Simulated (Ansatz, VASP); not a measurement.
**One calculation of PtS2, two programs**

```
Pt S
1.0
     3.54320    0.00000    0.00000
    -1.77160    3.06850    0.00000
     0.00000    0.00000    5.03880
Pt S
1 2
Direct
  0.00000 0.00000 0.00000
  0.33333 0.66667 0.25000
  0.66667 0.33333 0.75000
```

Alike in both runs: task single point; functional PBE; k mesh 3 × 3 × 1; occupations gaussian, width 0.1 eV; collinear spin.

```csv
,VASP,Ansatz
version,VASP 6.6.1,Ansatz 0.2.0
potentials or method,"VASP PAW PBE potentials, release 64 (Pt, S), cutoff 520 eV","scalar-relativistic, plane waves, PAW"
valence electrons in the cell,22,30
```

|  | VASP | Ansatz | Ansatz less VASP |
| --- | --- | --- | --- |
| gap on the k mesh at the Fermi level (eV) | 0.52 | 0.51 | -0.001 |
| least direct gap on the mesh (eV) | 1.74 | 1.74 | +0.002 |
| rms of the force components (eV/Å) | 0.242 | 0.223 | -0.0195 |
| net moment per atom (μB) | 0.00 | 0.00 | 0.000 |

Atom by atom the forces differ by 0.019 eV/Å (rms over components). With one functional, cell and mesh, what is left measures potentials, basis and numerics. VASP's potentials hold 22 valence electrons a cell and Ansatz's 30, so a difference there can come from the potentials and not from the codes. Ansatz's warnings: seeded moment not kept.

The k mesh is coarse, so the values compare programs but aren't converged. Spin-orbit coupling is off throughout.
